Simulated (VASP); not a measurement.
# Tl (Im-3m) in VASP: notebook

Aim: see how the results for Tl move with the level of theory and the settings. Levels: BLYP+D4, AM05. Tasks: single point.

Program: VASP 6.6.1. These are calculated values, not measurements. Logs are shortened: lines on timing, memory, paths and dates and some standing lists are left out, and cuts for length are marked.

## 1. The cell of the first run

Symmetry: Im-3m, No. 229, cubic system. The conventional cell has a = 3.912 Å, b = 3.912 Å, c = 3.912 Å, α = 90.00°, β = 90.00°, γ = 90.00°. Tl (site symmetry m-3m) has 14 Tl at 3.39 to 3.91 Å within 4.5 Å.

This isn't the form of Tl at room conditions, which is hcp.

## 2. Single point, BLYP+D4

POSCAR reads:

```
Tl
1.0
   -1.9559951735      1.9559951735      1.9559951735
    1.9559951735     -1.9559951735      1.9559951735
    1.9559951735      1.9559951735     -1.9559951735
Tl
1
Direct
    0.0000000000      0.0000000000      0.0000000000
```

INCAR.step1 reads:

```
AGGAC    = 1.0          
AGGAX    = 1.0          
ALDAC    = 0.0          
ALDAX    = 1.0          
ALGO     = Normal         # electronic algorithm
EDIFF    = 1E-6           # SCF threshold, eV
ENCUT    = 520            # plane-wave cutoff, eV
GGA      = B5             # functional
ISIF     = 2              # what is computed and relaxed
ISMEAR   = -5             # smearing method
IVDW     = 13             # dispersion correction
LASPH    = True           # aspherical terms in the spheres
LCHARG   = True           # write CHGCAR
LREAL    = False          # projectors in reciprocal space
LWAVE    = False          # write WAVECAR
NBANDS   = 12             # bands
NELM     = 80             # most SCF steps
PREC     = Accurate       # precision mode
SIGMA    = 0.05           # smearing width, eV
VDW_A1   = 0.44488865   
VDW_A2   = 4.0933009    
VDW_S6   = 1.0          
VDW_S8   = 2.34076671
```

KPOINTS.step1 reads:

```
k-points
0
Gamma
  10 10 10
```

INCAR.step2 reads:

```
AGGAC    = 1.0          
AGGAX    = 1.0          
ALDAC    = 0.0          
ALDAX    = 1.0          
ALGO     = Normal         # electronic algorithm
EDIFF    = 1E-6           # SCF threshold, eV
ENCUT    = 520            # plane-wave cutoff, eV
GGA      = B5             # functional
ICHARG   = 11             # starting density
ISIF     = 2              # what is computed and relaxed
ISMEAR   = -5             # smearing method
IVDW     = 13             # dispersion correction
LASPH    = True           # aspherical terms in the spheres
LCHARG   = False          # write CHGCAR
LORBIT   = 11             # projections on sites
LREAL    = False          # projectors in reciprocal space
LWAVE    = False          # write WAVECAR
NEDOS    = 1001           # points of the DOS
NELM     = 80             # most SCF steps
PREC     = Accurate       # precision mode
SIGMA    = 0.05           # smearing width, eV
VDW_A1   = 0.44488865   
VDW_A2   = 4.0933009    
VDW_S6   = 1.0          
VDW_S8   = 2.34076671
```

KPOINTS.step2 reads:

```
k-points
0
Gamma
  15 15 15
```

Potentials or basis: VASP PAW PBE potentials, release 64 (Tl_d).

Command:

```sh
> cat potpaw_PBE.64/Tl_d/POTCAR > POTCAR
> cp INCAR.step1 INCAR
> cp KPOINTS.step1 KPOINTS
> mpirun -np 1 vasp_std > vasp.out
> cp INCAR.step2 INCAR
> cp KPOINTS.step2 KPOINTS
> mpirun -np 1 vasp_std > vasp.out
```

OUTCAR:

```text
EDIFF = 1E-6
   ENCUT = 520
   GGA = B5
   ICHARG = 11
   ISIF = 2
   ISMEAR = -5
   IVDW = 13
   LASPH = True
   LORBIT = 11
   LREAL = False
   NELM = 80
   PREC = Accurate

 ion  position               nearest neighbor table
   1  0.000  0.000  0.000-

  LATTYP: Found a body centered cubic cell.
 ALAT       =     3.9119903470

  Lattice vectors:

 A1 = (  -1.9559951735,   1.9559951735,   1.9559951735)
 A2 = (   1.9559951735,  -1.9559951735,   1.9559951735)
 A3 = (   1.9559951735,   1.9559951735,  -1.9559951735)

Analysis of symmetry for initial positions (statically):
=====================================================================
 Subroutine PRICEL returns:
 Original cell was already a primitive cell.

 Routine SETGRP: Setting up the symmetry group for a
 body centered cubic supercell.

 Subroutine GETGRP returns: Found 48 space group operations
 (whereof 48 operations were pure point group operations)
 out of a pool of 48 trial point group operations.

The static configuration has the point symmetry O_h .

Analysis of symmetry for dynamics (positions and initial velocities):
=====================================================================
 Subroutine PRICEL returns:
 Original cell was already a primitive cell.

 Routine SETGRP: Setting up the symmetry group for a
 body centered cubic supercell.

 Subroutine GETGRP returns: Found 48 space group operations
 (whereof 48 operations were pure point group operations)
 out of a pool of 48 trial point group operations.

The dynamic configuration has the point symmetry O_h .

 Subroutine INISYM returns: Found 48 space group operations
 (whereof 48 operations are pure point group operations),
 and found     1 'primitive' translations

----------------------------------------------------------------------------------------

                                     Primitive cell

  volume of cell :      29.9339

  direct lattice vectors                    reciprocal lattice vectors
    -1.955995174  1.955995174  1.955995174     0.000000000  0.255624353  0.255624353
     1.955995174 -1.955995174  1.955995174     0.255624353  0.000000000  0.255624353
     1.955995174  1.955995174 -1.955995174     0.255624353  0.255624353  0.000000000

  length of vectors
     3.387883020  3.387883020  3.387883020     0.361507426  0.361507426  0.361507426

  position of ions in fractional coordinates (direct lattice)
     0.000000000  0.000000000  0.000000000

  ion indices of the primitive-cell ions
   primitive index   ion index
                 1           1

----------------------------------------------------------------------------------------

 KPOINTS: k-points

Automatic generation of k-mesh.
 Grid dimensions read from file:
 generate k-points for:   15   15   15

 Generating k-lattice:

  Cartesian coordinates                     Fractional coordinates (reciprocal lattice)
     0.000000000  0.017041624  0.017041624     0.066666667  0.000000000  0.000000000
     0.017041624  0.000000000  0.017041624     0.000000000  0.066666667  0.000000000
     0.017041624  0.017041624  0.000000000     0.000000000  0.000000000  0.066666667

  Length of vectors
     0.024100495  0.024100495  0.024100495

  Shift w.r.t. Gamma in fractional coordinates (k-lattice)
     0.000000000  0.000000000  0.000000000

 TETIRR: Found   3891 inequivalent tetrahedra from    20250

 Subroutine IBZKPT returns following result:
 ===========================================

 Found    120 irreducible k-points:

 Following reciprocal coordinates:
            Coordinates               Weight
  0.000000  0.000000  0.000000      1.000000
  0.066667  0.000000  0.000000     12.000000
  0.133333  0.000000  0.000000     12.000000
  0.200000  0.000000  0.000000     12.000000
  0.266667  0.000000  0.000000     12.000000
  0.333333  0.000000  0.000000     12.000000
[... 16 lines left out ...]
  0.333333  0.200000  0.000000     48.000000
  0.400000  0.200000 -0.000000     24.000000
 [... further k-points ...]
   k-points           NKPTS =    120   k-points in BZ     NKDIM =    120   number of bands    NBANDS=     10
   number of dos      NEDOS =   1001   number of ions     NIONS =      1
   total plane-waves  NPLWV =  21952
   dimension x,y,z NGX =    28 NGY =   28 NGZ =   28
   dimension x,y,z NGXF=    56 NGYF=   56 NGZF=   56
   ions per type =               1
   NGX,Y,Z   is equivalent  to a cutoff of  13.74, 13.74, 13.74 a.u.
   NGXF,Y,Z  is equivalent  to a cutoff of  27.48, 27.48, 27.48 a.u.
 SYSTEM =  unknown system
   PREC   = accura    normal or accurate (medium, high low for compatibility)
   ISTART =      0    job   : 0-new  1-cont  2-samecut
   ICHARG =     11    charge: 1-file 2-atom 10-const
   ISPIN  =      1    spin polarized calculation?
   LNONCOLLINEAR =      F non collinear calculations
   LSORBIT =      F    spin-orbit coupling
   LASPH  =      T    aspherical Exc in radial PAW
   ENCUT  =  520.0 eV  38.22 Ry    6.18 a.u.   6.30  6.30  6.30*2*pi/ulx,y,z
   NELM   =     80;   NELMIN=  2; NELMDL=  0     # of ELM steps
   EDIFF  = 0.1E-05   stopping-criterion for ELM
   LREAL  =      F    real-space projection
   EDIFFG = 0.1E-04   stopping-criterion for IOM
   NSW    =      0    number of steps for IOM
   IBRION =     -1    ionic relax: 0-MD 1-quasi-New 2-CG
   NFREE  =      0    steps in history (QN), initial steepest desc. (CG)
   ISIF   =      2    stress and relaxation
   ISYM   =      2    0-nonsym 1-usesym 2-fastsym
   POTIM  = 0.5000    time-step for ionic-motion
   TEBEG  =    0.0;   TEEND  =   0.0 temperature during run
   PSTRESS=    0.0 pullay stress
   NELECT =      13.0000    total number of electrons
   NUPDOWN=      -1.0000    fix difference up-down
   EMIN   =  10.00;   EMAX   =-10.00  energy-range for DOS
   EFERMI =   0.00;   METHOD = LEGACY
   ISMEAR =    -5;   SIGMA  =   0.05  broadening in eV -4-tet -1-fermi 0-gaus
   EFERMI_NEDOS =   21; number of points for ismear=-14 and -15
   IALGO  =     38    algorithm
   IMIX   =      4    mixing-type and parameters
     AMIX     =   0.40;   BMIX     =  1.00
     AMIX_MAG =   1.60;   BMIX_MAG =  1.00
  volume/ion in A,a.u.               =      29.93       202.00
  Fermi-wavevector in a.u.,A,eV,Ry     =   1.239752  2.342792 20.911953  1.536985
  Thomas-Fermi vector in A             =   2.374222
   LORBIT       =     11    0 simple, 1 ext, 2 COOP (PROOUT), +10 PAW based schemes
   GGA     = B5    functional components
   LHFCALC =     F    Hartree Fock is set to
   AEXX    =    0.0000 exact exchange contribution
   IVDW    =    13    specifies the selected vdW correction
   LEPSILON=     F    determine dielectric tensor
   LRPA    =     F    only Hartree local field effects (RPA)
 non-spin polarized calculation
 Fermi weights with tetrahedron method with Bloechl corrections
  energy-cutoff  :      520.00
  volume of cell :       29.93
 maximum number of plane-waves:       820
 NGX is ok and might be reduce to    28

 number of electron      13.0000004 magnetization

 Free energy of the ion-electron system (eV)
  ---------------------------------------------------
  ext. energy  EPLUGINS =         0.00000000
  ---------------------------------------------------
  free energy    TOTEN  =        -1.63447768 eV

  energy without entropy =       -1.63447768  energy(sigma->0) =       -1.63447768

 E-fermi :   6.6407     XC(G=0):  -9.4052

 val. band max:        6.7648746339   @ k =  -0.4000  -0.4000   0.2000
 cond. band min:       6.3508070735   @ k =   0.3333   0.3333   0.0000
 fundamental gap:     -0.4140675604
 Fermi energy:         6.6407258957

 k-point     1 :       0.0000    0.0000    0.0000
  band No.  band energies     occupation
      1      -5.0604      2.00000
      2      -5.0604      2.00000
      3      -5.0604      2.00000
      4      -4.6676      2.00000
      5      -4.6676      2.00000
      6      -3.1704      2.00000
      7      16.7102      0.00000
      8      16.7102      0.00000
      9      16.7102      0.00000
     10      19.0790      0.00000

 k-point     2 :       0.0667    0.0000    0.0000
  band No.  band energies     occupation
      1      -5.0675      2.00000
      2      -5.0546      2.00000
      3      -5.0344      2.00000
      4      -4.6754      2.00000
      5      -4.6678      2.00000
      6      -3.0743      2.00000
      7      15.7358      0.00000
      8      16.3676      0.00000
      9      16.5388      0.00000
     10      18.6739      0.00000

 k-point     3 :       0.1333    0.0000    0.0000
  band No.  band energies     occupation
      1      -5.0875      2.00000
      2      -5.0441      2.00000
      3      -4.9600      2.00000
      4      -4.6955      2.00000
      5      -4.6683      2.00000
      6      -2.7815      2.00000
      7      13.7293      0.00000
      8      15.5589      0.00000
      9      16.0488      0.00000
     10      18.0561      0.00000

 k-point     4 :       0.2000    0.0000    0.0000
  band No.  band energies     occupation
      1      -5.1168      2.00000
      2      -5.0448      2.00000
      3      -4.8477      2.00000
      4      -4.7164      2.00000
      5      -4.6688      2.00000
      6      -2.2851      2.00000
      7      11.5399      0.00000
      8      14.6062      0.00000
      9      15.3950      0.00000
     10      17.5566      0.00000
[... 222 lines left out ...]
 k-point    22 :       0.2667    0.2000   -0.0000
  band No.  band energies     occupation
      1      -5.1666      2.00000
      2      -5.0146      2.00000
      3      -4.7296      2.00000
      4      -4.7186      2.00000
      5      -4.5747      2.00000
      6       0.3827      2.00000
      7       6.7874      0.75764
      8       9.5386      0.00000
      9      13.2051      0.00000
     10      18.5569      0.00000

 k-point    23 :       0.3333    0.2000    0.0000
  band No.  band energies     occupation
      1      -5.1782      2.00000
      2      -5.0178      2.00000
      3      -4.7340      2.00000
      4      -4.6993      2.00000
      5      -4.5390      2.00000
      6       1.2897      2.00000
      7       5.5631      2.05507
      8       8.9950      0.00000
      9      12.9556      0.00000
     10      18.4063      0.00000

 k-point    24 :       0.4000    0.2000   -0.0000
  band No.  band energies     occupation
      1      -5.1823      2.00000
      2      -5.0206      2.00000
      3      -4.7362      2.00000
      4      -4.6906      2.00000
      5      -4.5254      2.00000
      6       1.7660      2.00000
      7       4.9692      2.00000
      8       8.8222     -0.00120
      9      12.8708      0.00000
     10      18.3564      0.00000

 [... further k-points ...]

------------------------ aborting loop because EDIFF is reached ----------------------------------------

  DFT-D4 for vdW energy calculation

  Edisp (eV):   -0.64186

  FORCE on cell =-STRESS in cart. coord.  units (eV):
  Direction    XX          YY          ZZ          XY          YZ          ZX
  --------------------------------------------------------------------------------------
  -------------------------------------------------------------------------------------
  Total       0.27171     0.27171     0.27171     0.00000     0.00000    -0.00000
  in kB      14.54292    14.54292    14.54292     0.00000     0.00000    -0.00000
  external pressure =       14.54 kB  Pullay stress =        0.00 kB

 VOLUME and BASIS-vectors are now :
 -----------------------------------------------------------------------------
  energy-cutoff  :      520.00
  volume of cell :       29.93
      direct lattice vectors                 reciprocal lattice vectors
    -1.955995174  1.955995174  1.955995174     0.000000000  0.255624353  0.255624353
     1.955995174 -1.955995174  1.955995174     0.255624353  0.000000000  0.255624353
     1.955995174  1.955995174 -1.955995174     0.255624353  0.255624353  0.000000000

 POSITION                                       TOTAL-FORCE (eV/Angst)
 -----------------------------------------------------------------------------------
      0.00000      0.00000      0.00000        -0.000000      0.000000     -0.000000
 -----------------------------------------------------------------------------------
    total drift:                                0.000000     -0.000000     -0.000000

  FREE ENERGIE OF THE ION-ELECTRON SYSTEM (eV)
  ---------------------------------------------------
  free  energy   TOTEN  =        -2.2763419911 eV

  energy  without entropy=       -2.2763419911  energy(sigma->0) =       -2.27634199

 total charge

# of ion       s       p       d       tot
------------------------------------------
    1        1.206   0.385   9.640  11.231
```

It took 69 s on 1 thread of Intel Xeon Platinum 8259CL at 2.50GHz (Skylake/Cascade Lake), shared host; peak memory 0.17 GiB.

Results:

```
Valence electrons inside the program's atomic spheres : Tl 11.23
Dispersion energy per atom                            : -0.642 eV
```

Levels at points of the mesh, in eV from the Fermi level:
```
           k point  band 2  band 3  band 4  band 5  band 6  band 7  band 8  band 9  band 10
(0.00, 0.00, 0.00)  -11.70  -11.70  -11.31  -11.31   -9.81   10.07   10.07   10.07    12.44
```

Caveat: the PAW data sets were made with another functional, which shifts forces and pressure a little; spin-orbit coupling is left out, which moves the levels of the heavy elements; tetrahedron occupations give inexact forces and stress in metals.

## 3. Single point, AM05

POSCAR is that of step 2.

INCAR.step1 reads:

```
SYSTEM = Tl
  GGA = AM
  ISMEAR = 1
  SIGMA = 0.1
  LWAVE = .FALSE.
  LCHARG = .TRUE.
  NBANDS = 20
  PREC = Accurate
  LASPH = .TRUE.
  LREAL = .FALSE.
  ALGO = Normal
  EDIFF = 1E-6
  NELM = 120
  GGA_COMPAT = .FALSE.
  ENCUT = 480
```

KPOINTS.step1 reads:

```
k-points
0
Gamma
  11 11 11
```

INCAR.step2 reads:

```
SYSTEM = Tl
  GGA = AM
  ISMEAR = -5
  LWAVE = .FALSE.
  LCHARG = .FALSE.
  NBANDS = 20
  PREC = Accurate
  LASPH = .TRUE.
  LREAL = .FALSE.
  ALGO = Normal
  EDIFF = 1E-6
  NELM = 120
  GGA_COMPAT = .FALSE.
  ENCUT = 480
  NEDOS = 4001
  LORBIT = 11
  EMIN = -11.0051
  EMAX = 13.9949
  ICHARG = 11
```

KPOINTS.step2 reads:

```
Automatic mesh
0
Gamma
  29 29 29
  0 0 0
```

Potentials or basis: VASP PAW PBE potentials, release 64 (Tl_d).

Command:

```sh
> cat potpaw_PBE.64/Tl_d/POTCAR > POTCAR
> cp INCAR.step1 INCAR
> cp KPOINTS.step1 KPOINTS
> mpirun -np 1 vasp_std > vasp.out
> cp INCAR.step2 INCAR
> cp KPOINTS.step2 KPOINTS
> mpirun -np 1 vasp_std > vasp.out
```

Wall time 65 s (1 thread of Intel Xeon 6975P-C (Granite Rapids), shared host); peak memory 0.46 GiB.

Results (log left out):

| Quantity | Value |
| --- | --- |
| Valence electrons inside the program's atomic spheres | Tl 11.19 |
| Density of states at the Fermi level | 0.45 states/eV/atom |

Levels at points of the mesh, in eV from the Fermi level:
| k point | band 3 | band 4 | band 5 | band 6 | band 7 | band 8 | band 9 | band 10 |
| --- | --- | --- | --- | --- | --- | --- | --- | --- |
| (0.00, 0.00, 0.00) | -11.60 | -11.22 | -11.22 | -9.76 | 10.37 | 10.37 | 10.37 | 12.19 |

Caveat: the PAW data sets were made with another functional, which shifts forces and pressure a little; spin-orbit coupling is left out, which moves the levels of the heavy elements; tetrahedron occupations give inexact forces and stress in metals.
